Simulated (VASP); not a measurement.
# Ti (C2/m) in VASP: notebook, part 2 of 2

VASP 6.6.1. The steps go on from the part before.

### 3 Single point, PBEsol (atom 1 (Ti) moved by (-0.225, -0.225) A along y and z)

File INCAR:

```
PREC = Accurate
ENCUT = 520
EDIFF = 1E-7
ISMEAR = 0
SIGMA = 0.15
LREAL = False
LASPH = True
NELM = 80
ALGO = Fast
ISIF = 2
LWAVE = False
LCHARG = True
GGA = PS
LELF = True
LVHAR = True
NBANDS = 19
```

File KPOINTS:

```
Automatic mesh
0
Gamma
  18 18 10
```

File POSCAR:

```
Ti
1.0
    2.9499978604      0.0000000000      0.0000000000
   -1.4749989302      2.5547730882      0.0000000000
    0.0000000000      0.0000000000      4.6860000000
Ti
2
Direct
    0.2892981114      0.5785962227      0.2019846351
    0.6666666667      0.3333333333      0.7500000000
```

Potentials or basis: VASP PAW PBE potentials, release 64 (Ti_sv).

Launch:

```
> cat potpaw_PBE.64/Ti_sv/POTCAR > POTCAR
> mpirun -np 1 vasp_std > vasp.out
```

OUTCAR:

```text
PREC = Accurate
   ENCUT = 520
   EDIFF = 1E-7
   ISMEAR = 0
   LREAL = False
   LASPH = True
   NELM = 80
   ISIF = 2
   GGA = PS

 ion  position               nearest neighbor table
   1  0.289  0.579  0.202-   2 2.66   2 2.66   2 2.86
   2  0.667  0.333  0.750-   1 2.66   1 2.66   1 2.86

  LATTYP: Found a hexagonal cell.
 ALAT       =     2.9499978604
 C/A-ratio  =     1.5884757284

  Lattice vectors:

 A1 = (   2.9499978604,   0.0000000000,   0.0000000000)
 A2 = (  -1.4749989302,   2.5547730882,   0.0000000000)
 A3 = (   0.0000000000,   0.0000000000,   4.6860000000)

Analysis of symmetry for initial positions (statically):
=====================================================================
 Subroutine PRICEL returns:
 Original cell was already a primitive cell.

 Routine SETGRP: Setting up the symmetry group for a
 hexagonal supercell.

 Subroutine GETGRP returns: Found  4 space group operations
 (whereof  2 operations were pure point group operations)
 out of a pool of 24 trial point group operations.

[... 153 lines left out ...]
 NGX is ok and might be reduce to    24
   NGX = 11   NGY = 11   NGZ = 17

 number of electron      24.0000000 magnetization

 Free energy of the ion-electron system (eV)
  ---------------------------------------------------
  ext. energy  EPLUGINS =         0.00000000
  ---------------------------------------------------
  free energy    TOTEN  =       -16.53891871 eV

  energy without entropy =      -16.51150791  energy(sigma->0) =      -16.52521331

 E-fermi :   8.0039     XC(G=0): -11.5315

 val. band max:        8.0037498504   @ k =  -0.3889   0.2222   0.5000
 cond. band min:       8.0046719998   @ k =   0.2222   0.4444   0.2000
 fundamental gap:      0.0009221494
 Fermi energy:         8.0039130388

 k-point     1 :       0.0000    0.0000    0.0000
  band No.  band energies     occupation
      1     -48.6268      2.00000
      2     -48.4560      2.00000
      3     -25.3340      2.00000
      4     -24.7141      2.00000
      5     -24.6363      2.00000
      6     -24.5924      2.00000
[... 505 lines left out ...]
      6     -24.6225      2.00000
[... 11 lines left out ...]
     18      10.0467      0.00000
     19      10.9889      0.00000

 [... further k-points ...]
[... 5 lines left out ...]
  --------------------------------------------------------------------------------------
  -------------------------------------------------------------------------------------
  Total       -0.5234700     -1.6673091     -0.5439898      0.0000000      0.1727757      0.0000000
  in kB      -23.7479468    -75.6398008    -24.6788560      0.0000000      7.8382089      0.0000000
  external PRESSURE =     -41.3555345 kB  Pullay stress =       0.0000000 kB

 VOLUME and BASIS-vectors are now :
 -----------------------------------------------------------------------------
  energy-cutoff  :      520.00
  volume of cell :       35.32
      direct lattice vectors                 reciprocal lattice vectors
     2.949997860  0.000000000  0.000000000     0.338983297  0.195712098  0.000000000
    -1.474998930  2.554773088  0.000000000     0.000000000  0.391424195  0.000000000
     0.000000000  0.000000000  4.686000000     0.000000000  0.000000000  0.213401622

 POSITION                                       TOTAL-FORCE (eV/Angst)
 -----------------------------------------------------------------------------------
      0.00000      1.47818      0.94650         0.000000      0.245672      0.886942
      1.47500      0.85159      3.51450         0.000000     -0.245672     -0.886942
 -----------------------------------------------------------------------------------
    total drift:                               -0.000000      0.000028     -0.000012

  FREE ENERGIE OF THE ION-ELECTRON SYSTEM (eV)
  ---------------------------------------------------
  free  energy   TOTEN  =       -16.5389187114 eV

  energy  without entropy=      -16.5115079146  energy(sigma->0) =      -16.52521331
```

OSZICAR:

```text
N       E                     dE             d eps       ncg     rms          rms(c)
DAV:   1     0.264114423264E+03    0.26411E+03   -0.13001E+04 32924   0.157E+03
DAV:   2     0.115587809319E+02   -0.25256E+03   -0.24858E+03 33692   0.443E+02
DAV:   3    -0.175667036865E+02   -0.29125E+02   -0.28792E+02 61630   0.123E+02
[... 44 lines left out ...]
RMM:  48    -0.165389183703E+02   -0.11880E-06   -0.15796E-06 40519   0.588E-03    0.912E-04
RMM:  49    -0.165389184749E+02   -0.10465E-06   -0.14277E-06 38973   0.543E-03    0.643E-04
RMM:  50    -0.165389185650E+02   -0.90080E-07   -0.11986E-06 38853   0.509E-03    0.550E-04
RMM:  51    -0.165389186428E+02   -0.77772E-07   -0.10909E-06 37553   0.472E-03    0.415E-04
RMM:  52    -0.165389187114E+02   -0.68590E-07   -0.94349E-07 35589   0.440E-03
   1 F= -.16538919E+02 E0= -.16525213E+02  d E =-.274108E-01
```

stdout:

```text
POSCAR found type information on POSCAR Ti
 POSCAR found :  1 types and       2 ions
 scaLAPACK will be used
 -----------------------------------------------------------------------------
|                                                                             |
|                                                                             |
[... 71 lines left out ...]
WARNING in EDDRMM: call to ZHEGV failed, returncode =   8  4      3
WARNING in EDDRMM: call to ZHEGV failed, returncode =   6  3      3
WARNING in EDDRMM: call to ZHEGV failed, returncode =   6  3     14
WARNING in EDDRMM: call to ZHEGV failed, returncode =   8  4      3
WARNING in EDDRMM: call to ZHEGV failed, returncode =   6  3     16
WARNING in EDDRMM: call to ZHEGV failed, returncode =   8  4     11
WARNING in EDDRMM: call to ZHEGV failed, returncode =
```

Wall time 53 min (1 thread of Intel Xeon 8259CL, shared host); peak memory 0.56 GiB.

Results:

* Free energy: -16.5389 eV
* Pressure: -4.1 GPa
* Largest force: 0.920 eV/Å
* Band gap on the k mesh: zero (bands 12 and 13 overlap by 0.98 eV)

Forces on the atoms (eV/Å):
```
Ti   0.000  0.246  0.887
Ti   0.000 -0.246 -0.887
```

Caveat: the cell differs from its parent crystal (atom 1 (Ti) moved by (-0.225, -0.225) A along y and z); the cell stands under tension; the PAW data sets were made with another functional, which shifts forces and pressure a little.

### 4 Single point, PBEsol (atom 1 (Ti) moved by (+0.225, -0.225) A along y and z)

INCAR, as its differences from that of step 3:

```diff
@@ -2,3 +2,3 @@
 ENCUT = 520
-EDIFF = 1E-7
+EDIFF = 1E-6
 ISMEAR = 0
@@ -7,3 +7,3 @@
 LASPH = True
-NELM = 80
+NELM = 60
 ALGO = Fast
```

File KPOINTS:

```
regular mesh
0
Gamma
  18 18 10
```

POSCAR, as its differences from that of step 3:

```diff
@@ -8,3 +8,3 @@
 Direct
-    0.2892981114      0.5785962227      0.2019846351
+    0.3773685553      0.7547371106      0.2019846351
     0.6666666667      0.3333333333      0.7500000000
```

Launch:

```
> cat potpaw_PBE.64/Ti_sv/POTCAR > POTCAR
> mpirun -np 1 vasp_std > vasp.out
```

It took 38 min on 1 thread of Intel Xeon 8259CL, shared host; peak memory 0.56 GiB.

The run converged. Its results:

| Quantity | Value |
| --- | --- |
| Free energy | -16.5367 eV |
| Pressure | -4.3 GPa |
| Largest force | 0.914 eV/Å |
| Band gap on the k mesh | zero (bands 12 and 13 overlap by 1.11 eV) |

Forces in eV/Å, atoms in the order of the input:
```
Ti   0.000 -0.284  0.869
Ti   0.000  0.284 -0.869
```

Stress tensor (GPa, compression positive):
```
-8.35  0.00  0.00
 0.00 -1.79 -1.29
 0.00 -1.29 -2.63
```

Levels at points of the mesh, in eV from the Fermi level:
| k point | band 9 | band 10 | band 11 | band 12 | band 13 | band 14 | band 15 | band 16 |
| --- | --- | --- | --- | --- | --- | --- | --- | --- |
| (0.00, 0.00, 0.00) | -6.11 | -2.67 | 0.24 | 0.67 | 0.79 | 0.97 | 1.00 | 1.49 |
| (0.50, 0.00, 0.00) | -2.39 | -2.23 | -1.81 | -0.51 | 0.42 | 0.87 | 1.41 | 3.37 |
| (0.00, 0.50, 0.00) | -2.24 | -2.07 | -1.36 | -0.63 | 0.06 | 0.54 | 1.07 | 3.20 |
| (0.00, 0.00, 0.50) | -4.37 | -4.20 | -0.59 | 0.55 | 0.56 | 0.57 | 0.70 | 1.09 |
| (0.50, 0.00, 0.50) | -2.54 | -2.33 | -1.17 | -0.65 | 1.06 | 1.25 | 1.77 | 2.31 |
| (0.00, 0.50, 0.50) | -2.64 | -2.48 | -1.03 | -0.35 | 1.31 | 1.38 | 1.39 | 2.22 |

Caveat: the cell differs from its parent crystal (atom 1 (Ti) moved by (+0.225, -0.225) A along y and z); the cell stands under tension; the PAW data sets were made with another functional, which shifts forces and pressure a little.

### 5 Summary

```csv
cell,further INCAR settings,gap on the mesh (eV),pressure (GPa),largest force (eV/Å)
"as given, atomic positions A",ALGO = Fast; EDIFF = 1e-06; NBANDS = 19,none,-5.2,1.05
"as given, atomic positions B",ALGO = Fast; EDIFF = 1e-07; NBANDS = 19,none,-4.1,0.92
"as given, atomic positions C",ALGO = Fast; EDIFF = 1e-06; NBANDS = 19,none,-4.3,0.91
```

Alike in all rows: task single point; level PBEsol; potentials or basis VASP PAW PBE potentials, release 64 (Ti_sv); no spin polarisation; k mesh 18 × 18 × 10; cutoff (eV) 520; smearing gaussian 0.15 eV.

Caveats: the cell stands under tension; the PAW data sets were made with another functional, which shifts forces and pressure a little.

Total energies depend on the potentials used, so only differences within one code and one set of settings carry meaning.
